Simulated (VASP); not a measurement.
# NaCl (Fm-3m) in VASP: a series of runs

Aim: see how the results for NaCl move with the level of theory and the settings. Levels: RPBE, revPBE+D3(BJ), PBEsol+D3(BJ). Tasks: relaxation of cell and atoms, single point.

Program: VASP 6.6.1. These are calculated values, not measurements. Logs are shortened: lines on timing, memory, paths and dates and some standing lists are left out, and cuts for length are marked.

## Step 1: The cell of the first run

Symmetry: Fm-3m, No. 225, cubic system. Conventional cell: a = 5.588 Å, b = 5.588 Å, c = 5.588 Å, α = 90.00°, β = 90.00°, γ = 90.00°. Cl (site symmetry m-3m) has 6 Na at 2.79 Å within 3.7 Å. Within 3.7 Å of Na (site symmetry m-3m) lie 6 Cl at 2.79 Å.

## Step 2: Relaxation of cell and atoms, RPBE

INCAR reads:

```
PREC = Accurate
ENCUT = 600
EDIFF = 1E-6
ISMEAR = -1
SIGMA = 0.05
LREAL = F
LASPH = T
NELM = 60
ALGO = Normal
ISIF = 3
LWAVE = F
LCHARG = F
GGA = RP
IBRION = 2
NSW = 80
EDIFFG = -0.01
```

KPOINTS reads:

```
Automatic mesh
0
Gamma
  8 8 8
```

POSCAR reads:

```
NaCl
1.0
    0.0000000000      2.7940632177      2.7940632177
    2.7940632177      0.0000000000      2.7940632177
    2.7940632177      2.7940632177      0.0000000000
Cl Na
1 1
Direct
    0.5000000000      0.5000000000      0.5000000000
    0.0000000000      0.0000000000      0.0000000000
```

Potentials or basis: VASP PAW PBE potentials, release 64 (Cl, Na_pv).

Launch:

```
cat potpaw_PBE.64/Cl/POTCAR potpaw_PBE.64/Na_pv/POTCAR > POTCAR
mpirun -np 1 vasp_std > vasp.out
```

OUTCAR:

```text
PREC = Accurate
   ENCUT = 600
   EDIFF = 1E-6
   ISMEAR = -1
   LREAL = F
   LASPH = T
   NELM = 60
   ISIF = 3
   GGA = RP
   IBRION = 2
   NSW = 80
   EDIFFG = -0.01

 ion  position               nearest neighbor table
   1  0.500  0.500  0.500-
   2  0.000  0.000  0.000-

  LATTYP: Found a face centered cubic cell.
 ALAT       =     5.5881264354

  Lattice vectors:

 A1 = (   0.0000000000,   2.7940632177,   2.7940632177)
 A2 = (   2.7940632177,   0.0000000000,   2.7940632177)
 A3 = (   2.7940632177,   2.7940632177,   0.0000000000)

Analysis of symmetry for initial positions (statically):
=====================================================================
 Subroutine PRICEL returns:
 Original cell was already a primitive cell.

 Routine SETGRP: Setting up the symmetry group for a
 face centered cubic supercell.

 Subroutine GETGRP returns: Found 48 space group operations
 (whereof 48 operations were pure point group operations)
 out of a pool of 48 trial point group operations.

The static configuration has the point symmetry O_h .

Analysis of symmetry for dynamics (positions and initial velocities):
=====================================================================
 Subroutine PRICEL returns:
 Original cell was already a primitive cell.

 Routine SETGRP: Setting up the symmetry group for a
 face centered cubic supercell.

 Subroutine GETGRP returns: Found 48 space group operations
 (whereof 48 operations were pure point group operations)
 out of a pool of 48 trial point group operations.

The dynamic configuration has the point symmetry O_h .

 Subroutine INISYM returns: Found 48 space group operations
 (whereof 48 operations are pure point group operations),
 and found     1 'primitive' translations

----------------------------------------------------------------------------------------

                                     Primitive cell

  volume of cell :      43.6253

  direct lattice vectors                    reciprocal lattice vectors
     0.000000000  2.794063218  2.794063218    -0.178950854  0.178950854  0.178950854
     2.794063218  0.000000000  2.794063218     0.178950854 -0.178950854  0.178950854
     2.794063218  2.794063218  0.000000000     0.178950854  0.178950854 -0.178950854

  length of vectors
     3.951402097  3.951402097  3.951402097     0.309951972  0.309951972  0.309951972

  position of ions in fractional coordinates (direct lattice)
     0.500000000  0.500000000  0.500000000
     0.000000000  0.000000000  0.000000000

  ion indices of the primitive-cell ions
   primitive index   ion index
                 1           1
                 2           2

----------------------------------------------------------------------------------------

 KPOINTS: Automatic mesh

Automatic generation of k-mesh.
 Grid dimensions read from file:
 generate k-points for:    8    8    8

 Generating k-lattice:

  Cartesian coordinates                     Fractional coordinates (reciprocal lattice)
    -0.022368857  0.022368857  0.022368857     0.125000000  0.000000000  0.000000000
     0.022368857 -0.022368857  0.022368857     0.000000000  0.125000000  0.000000000
     0.022368857  0.022368857 -0.022368857     0.000000000  0.000000000  0.125000000

  Length of vectors
     0.038743996  0.038743996  0.038743996

  Shift w.r.t. Gamma in fractional coordinates (k-lattice)
     0.000000000  0.000000000  0.000000000

 Subroutine IBZKPT returns following result:
 ===========================================

 Found     29 irreducible k-points:

 Following reciprocal coordinates:
            Coordinates               Weight
  0.000000  0.000000  0.000000      1.000000
  0.125000  0.000000  0.000000      8.000000
  0.250000  0.000000  0.000000      8.000000
  0.375000  0.000000  0.000000      8.000000
  0.500000  0.000000  0.000000      4.000000
  0.125000  0.125000  0.000000      6.000000
[... 16 lines left out ...]
  0.500000  0.250000  0.125000     48.000000
 -0.375000  0.250000  0.125000     24.000000
 [... further k-points ...]
   k-points           NKPTS =     29   k-points in BZ     NKDIM =     29   number of bands    NBANDS=     11
   number of dos      NEDOS =    301   number of ions     NIONS =      2
   total plane-waves  NPLWV =  32768
   dimension x,y,z NGX =    32 NGY =   32 NGZ =   32
   dimension x,y,z NGXF=    64 NGYF=   64 NGZF=   64
   ions per type =               1   1
   NGX,Y,Z   is equivalent  to a cutoff of  13.46, 13.46, 13.46 a.u.
   NGXF,Y,Z  is equivalent  to a cutoff of  26.93, 26.93, 26.93 a.u.
 SYSTEM =  unknown system
   PREC   = accura    normal or accurate (medium, high low for compatibility)
   ISTART =      0    job   : 0-new  1-cont  2-samecut
   ICHARG =      2    charge: 1-file 2-atom 10-const
   ISPIN  =      1    spin polarized calculation?
   LNONCOLLINEAR =      F non collinear calculations
   LSORBIT =      F    spin-orbit coupling
   LASPH  =      T    aspherical Exc in radial PAW
   ENCUT  =  600.0 eV  44.10 Ry    6.64 a.u.   7.89  7.89  7.89*2*pi/ulx,y,z
   NELM   =     60;   NELMIN=  2; NELMDL= -5     # of ELM steps
   EDIFF  = 0.1E-05   stopping-criterion for ELM
   LREAL  =      F    real-space projection
   EDIFFG = -.1E-01   stopping-criterion for IOM
   NSW    =     80    number of steps for IOM
   IBRION =      2    ionic relax: 0-MD 1-quasi-New 2-CG
   NFREE  =      1    steps in history (QN), initial steepest desc. (CG)
   ISIF   =      3    stress and relaxation
   ISYM   =      2    0-nonsym 1-usesym 2-fastsym
   POTIM  = 0.5000    time-step for ionic-motion
   TEBEG  =    0.0;   TEEND  =   0.0 temperature during run
   PSTRESS=    0.0 pullay stress
   NELECT =      14.0000    total number of electrons
   NUPDOWN=      -1.0000    fix difference up-down
   EMIN   =  10.00;   EMAX   =-10.00  energy-range for DOS
   EFERMI =   0.00;   METHOD = LEGACY
   ISMEAR =    -1;   SIGMA  =   0.05  broadening in eV -4-tet -1-fermi 0-gaus
   EFERMI_NEDOS =   21; number of points for ismear=-14 and -15
   IALGO  =     38    algorithm
   IMIX   =      4    mixing-type and parameters
     AMIX     =   0.40;   BMIX     =  1.00
     AMIX_MAG =   1.60;   BMIX_MAG =  1.00
  volume/ion in A,a.u.               =      21.81       147.20
  Fermi-wavevector in a.u.,A,eV,Ry     =   1.120825  2.118053 17.092312  1.256249
  Thomas-Fermi vector in A             =   2.257475
   LORBIT       =      0    0 simple, 1 ext, 2 COOP (PROOUT), +10 PAW based schemes
   GGA     = RP    functional components
   LHFCALC =     F    Hartree Fock is set to
   AEXX    =    0.0000 exact exchange contribution
   IVDW    =     0    specifies the selected vdW correction
   LEPSILON=     F    determine dielectric tensor
   LRPA    =     F    only Hartree local field effects (RPA)
 conjugate gradient relaxation of ions
 non-spin polarized calculation
  energy-cutoff  :      600.00
  volume of cell :       43.63
 maximum number of plane-waves:      1475
   NGX = 15   NGY = 15   NGZ = 15

--------------------------------------- Ionic step        1  -------------------------------------------

 number of electron      14.0000010 magnetization

 Free energy of the ion-electron system (eV)
  ---------------------------------------------------
  ext. energy  EPLUGINS =         0.00000000
  ---------------------------------------------------
  free energy    TOTEN  =        -6.40179262 eV

  energy without entropy =       -6.40179262  energy(sigma->0) =       -6.40179262

------------------------ aborting loop because EDIFF is reached ----------------------------------------

  FORCE on cell =-STRESS in cart. coord.  units (eV):
  Direction    XX          YY          ZZ          XY          YZ          ZX
  --------------------------------------------------------------------------------------
  -------------------------------------------------------------------------------------
  Total        0.9690924      0.9690924      0.9690924      0.0000000     -0.0000000      0.0000000
  in kB       35.5907452     35.5907452     35.5907452      0.0000000     -0.0000000      0.0000000
  external PRESSURE =      35.5907452 kB  Pullay stress =       0.0000000 kB
[... 21 lines left out ...]
  energy  without entropy=       -6.4017926236  energy(sigma->0) =       -6.40179262

--------------------------------------- Ionic step        2  -------------------------------------------

 number of electron      13.9999995 magnetization

 E-fermi :   0.2368     XC(G=0):  -7.6552

 val. band max:       -0.8372841274   @ k =   0.0000   0.0000   0.0000
 cond. band min:       4.4399628250   @ k =   0.0000   0.0000   0.0000
 fundamental gap:      5.2772469524
 Fermi energy:         0.2368008829

 k-point     1 :       0.0000    0.0000    0.0000
  band No.  band energies     occupation
      1     -21.7607      2.00000
      2     -21.7607      2.00000
      3     -21.7607      2.00000
      4     -13.3943      2.00000
      5      -0.8373      2.00000
      6      -0.8373      2.00000
      7      -0.8373      2.00000
      8       4.4400      0.00000
      9      10.4084      0.00000
     10      10.4084      0.00000
     11      10.4084      0.00000
[... 391 lines left out ...]
  energy  without entropy=       -6.4616880946  energy(sigma->0) =       -6.46168809

--------------------------------------- Ionic step        4  -------------------------------------------

 number of electron      14.0000001 magnetization

 Free energy of the ion-electron system (eV)
  ---------------------------------------------------
  ext. energy  EPLUGINS =         0.00000000
  ---------------------------------------------------
  free energy    TOTEN  =        -6.46288154 eV

  energy without entropy =       -6.46288154  energy(sigma->0) =       -6.46288154

 E-fermi :  -0.1181     XC(G=0):  -7.3827

 val. band max:       -1.1741160946   @ k =   0.0000   0.0000   0.0000
 cond. band min:       3.8718654830   @ k =   0.0000   0.0000   0.0000
 fundamental gap:      5.0459815776
 Fermi energy:        -0.1180966398

 k-point     1 :       0.0000    0.0000    0.0000
  band No.  band energies     occupation
      1     -22.2486      2.00000
      2     -22.2486      2.00000
      3     -22.2486      2.00000
      4     -13.6060      2.00000
      5      -1.1741      2.00000
      6      -1.1741      2.00000
      7      -1.1741      2.00000
      8       3.8719      0.00000
      9       9.9929      0.00000
     10       9.9929      0.00000
     11       9.9929      0.00000
[... 351 lines left out ...]
  FREE ENERGIE OF THE ION-ELECTRON SYSTEM (eV)
  ---------------------------------------------------
  free  energy   TOTEN  =        -6.4628815442 eV

  energy  without entropy=       -6.4628815441  energy(sigma->0) =       -6.46288154

 reached required accuracy - stopping structural energy minimisation
```

Run time: 60 s. Hardware: 1 thread of Intel Xeon 8259CL, shared host; peak memory 0.18 GiB.

Results:

| Property | Result |
| --- | --- |
| Free energy | -6.4629 eV |
| Relaxed volume | 24.95 Å³/atom |
| Relaxed cell | a = 4.133 Å, b = 4.133 Å, c = 4.133 Å, α = 60.00°, β = 60.00°, γ = 60.00° |
| Space group after relaxing (to 0.1 Å) | Fm-3m (No. 225) |
| Energy gained by relaxing | 30.5 meV/atom |
| Ionic steps | 4 |
| Pressure after relaxing | 0.0 GPa |
| Band gap on the k mesh | 5.05 eV |

The path:
```
step  energy change (eV)  largest force (eV/Å)  pressure (GPa)  volume (Å³)
   1              0.0000                0.0000            3.56        43.63
   2             -0.0479                0.0000            1.46        46.76
   3             -0.0599                0.0000           -0.38        50.82
   4             -0.0611                0.0000           -0.04        49.91
```

Final structure:
```cif
data_structure
_symmetry_space_group_name_H-M 'P 1'
_symmetry_Int_Tables_number 1
_cell_length_a 4.1326
_cell_length_b 4.1326
_cell_length_c 4.1326
_cell_angle_alpha 60.000
_cell_angle_beta 60.000
_cell_angle_gamma 60.000
_cell_volume 49.91
loop_
_atom_site_label
_atom_site_type_symbol
_atom_site_fract_x
_atom_site_fract_y
_atom_site_fract_z
_atom_site_occupancy
Cl1 Cl 0.50000 0.50000 0.50000 1
Na1 Na 0.00000 0.00000 0.00000 1
```

Caveat: the PAW data sets were made with another functional, which shifts forces and pressure a little. A k mesh can miss the band edges.

## Step 3: Relaxation of cell and atoms, revPBE+D3(BJ)

Edit INCAR of step 2 so:

```diff
@@ -12,5 +12,6 @@
 LCHARG = F
-GGA = RP
+GGA = RE
+IVDW = 12
 IBRION = 2
 NSW = 80
-EDIFFG = -0.01
+EDIFFG = -0.02
```

KPOINTS reads:

```
regular mesh
0
Gamma
  8 8 8
```

POSCAR is that of step 2.

Potentials or basis: VASP PAW PBE potentials, release 64 (Cl, Na_pv).

Launch:

```
cat potpaw_PBE.64/Cl/POTCAR potpaw_PBE.64/Na_pv/POTCAR > POTCAR
mpirun -np 1 vasp_std > vasp.out
```

It took 20 s on 1 thread of Intel Xeon 8259CL, shared host; peak memory 0.18 GiB.

Results (log left out):

```yaml
Free_energy: -7.2448 eV
Pressure_after_relaxing: 0.0 GPa
Band_gap_on_the_k_mesh: 5.49 eV
Dispersion_energy_per_atom: -0.420 eV
```

Final structure:
```yaml
crystal:
  lattice:
    - [0.00000, 2.79406, 2.79406]
    - [2.79406, 0.00000, 2.79406]
    - [2.79406, 2.79406, 0.00000]
  atoms:
    - { symbol: Cl, position: [0.50000, 0.50000, 0.50000] }
    - { symbol: Na, position: [0.00000, 0.00000, 0.00000] }
```

Levels at points of the mesh, in eV from the valence-band top:
```tsv
k point	band 5	band 6	band 7	band 8	band 9	band 10
(0.00, 0.00, 0.00)	0.00	0.00	0.00	5.49	11.29	11.29
(0.50, 0.00, 0.00)	-1.95	-0.27	-0.27	7.55	11.10	11.20
(0.50, 0.50, 0.00)	-1.69	-0.61	-0.61	7.85	8.25	11.77
```

Caveat: the relaxation stopped at its first step, so nothing moved; the PAW data sets were made with another functional, which shifts forces and pressure a little. A k mesh can miss the band edges.

[end of part 1 of 2]
